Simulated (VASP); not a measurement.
The system is KCl.

```
K Cl
1.0
     3.86462    0.00000    0.00000
     0.00000    3.86462    0.00000
     0.00000    0.00000    3.86462
K Cl
1 1
Direct
  0.00000 0.00000 0.00000
  0.50000 0.50000 0.50000
```

Base run:

- Program: VASP 6.6.1
- Functional: HSE06
- Potentials or basis: VASP PAW PBE potentials, release 64 (K_sv, Cl)
- Cutoff: 520 eV
- k mesh: 4 × 4 × 4
- Occupations: fermi-dirac, width 0.05 eV
- Spin: no spin polarisation

Its results: band gap on the k mesh 6.03 eV (least direct gap 6.24 eV); pressure -0.8 GPa.

**Question.** The run is repeated on the same cell with these changes: functional from HSE06 to PBE0; further incar settings from ALGO = Normal; EDIFF = 1e-06; NBANDS = 15 to ALGO = Normal; EDIFF = 1e-07; NBANDS = 15. What comes out?

**Answer.** Band gap on the k mesh 6.77 eV (least direct gap 6.99 eV); pressure -0.9 GPa.

Caveats: the PAW data sets were made with another functional, which shifts forces and pressure a little.

A k mesh can miss the band edges.
